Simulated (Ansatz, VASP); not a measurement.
Ge: VASP beside Ansatz

```
Ge
1.0
     3.99759    0.00000    0.00000
    -1.99879    3.46201    0.00000
     0.00000    0.00000    6.79736
Ge
4
Cartesian
  1.9988 1.1540 0.4276
  0.0000 2.3080 3.8262
  1.9988 1.1540 2.9711
  0.0000 2.3080 6.3698
```

Change from the starting cell: zz strain of +3 %, crystal datasets.

Alike in both runs: task electric field gradients; functional PBE; k mesh 11 × 11 × 6; occupations fermi-dirac, width 0.05 eV; no spin polarisation.

|  | VASP | Ansatz |
| --- | --- | --- |
| version | VASP 6.6.1 | Ansatz 0.2.0 |
| potentials or method | VASP PAW PBE potentials, release 64 (Ge_d), cutoff 520 eV | all-electron PAW with datasets made for the crystal, scalar-relativistic |

|  | VASP | Ansatz | Ansatz less VASP |
| --- | --- | --- | --- |
| pressure (GPa) | 0.9 | 1.0 | +0.04 |
| traceless stress, the component that is largest in VASP (GPa) | -3.11 | -3.12 | -0.004 |
| rms of the force components (eV/Å) | 0.133 | 0.134 | +0.0009 |
| size of Vzz on the site where it differs most (V/Å²) | 26.0 | 26.1 | +0.11 |

Atom by atom the forces differ by 0.001 eV/Å (rms over components). Ansatz ran all-electron here, and VASP with PAW potentials.
